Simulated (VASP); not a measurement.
The system is CoW3.

```xyz
4
Lattice="0.0000 3.1064 3.1064 3.1064 0.0000 3.1064 3.1064 3.1064 0.0000" Properties=species:S:1:pos:R:3 pbc="T T T"
W     1.5532    1.5532    1.5532
W     4.6596    4.6596    4.6596
W     3.1064    3.1064    3.1064
Co    0.0000    0.0000    0.0000
```

Base run:

| Quantity | Value |
| --- | --- |
| Program | VASP 6.6.1 |
| Functional | r2SCAN |
| Potentials or basis | VASP PAW PBE potentials, release 64 (W_sv, Co) |
| Cutoff | 520 eV |
| k mesh | 12 × 12 × 12 |
| Occupations | gaussian, width 0.1 eV |
| Spin | no spin polarisation |

Its results: band gap on the k mesh zero (an odd number of electrons rules out a gap without spin polarisation); pressure -6.2 GPa.

Q: The run is repeated on the same cell with these changes: functional from r2SCAN to PBE; further incar settings from ALGO = Normal; EDIFF = 1e-07; NBANDS = 34 to ALGO = Fast; EDIFF = 1e-06; NBANDS = 34. What comes out?

A: Band gap on the k mesh zero (an odd number of electrons rules out a gap without spin polarisation); pressure -1.5 GPa.

Caveats: spin-orbit coupling is left out, which moves the levels of the heavy elements; the run has no spin polarisation, though such a crystal can be magnetic; the cell stands under tension (at least some runs); the PAW data sets were made with another functional, which shifts forces and pressure a little (at least some runs).
